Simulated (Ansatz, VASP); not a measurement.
# One calculation of AlB2As3, two programs

```
Al B As
1.0
     1.60972   -7.18608    0.00000
     1.60972    7.18608    0.00000
     0.00000    0.00000    4.16507
Al B As
1 2 3
Direct
  0.00000 0.00000 0.00000
  0.50000 0.00000 0.50000
  0.00000 0.50000 0.50000
  0.50000 0.50000 0.50000
  0.64939 0.35061 0.00000
  0.35061 0.64939 0.00000
```

Change from the starting cell: species swapped into the TbCo2Ni3 type (Cmmm, No. 65).

Alike in both runs: functional PBE; k mesh 4 × 4 × 4; occupations gaussian, width 0.1 eV; no spin polarisation.

Ansatz relaxed the structure, and its values are those at the end. VASP's run is a single point on that final structure, the one shown.

|  | VASP | Ansatz |
| --- | --- | --- |
| version | VASP 6.6.1 | Ansatz 0.2.0 |
| potentials or method | VASP PAW PBE potentials, release 64 (Al, B, As), cutoff 520 eV | scalar-relativistic, plane waves, PAW |
| valence electrons in the cell | 24 | 54 |

Ansatz gave:

* gap on the k mesh at the Fermi level (eV): none
* pressure (GPa): 0.1

Question: Estimate VASP's values.

Answer: gap on the k mesh at the Fermi level (eV): none; pressure (GPa): 0.2.

A gap of «none» marks a metal or a gap that the smearing closes. VASP's potentials hold 24 valence electrons a cell and Ansatz's 54, so a difference there can come from the potentials and not from the codes.

The k mesh is coarse, so the values compare programs but aren't converged.
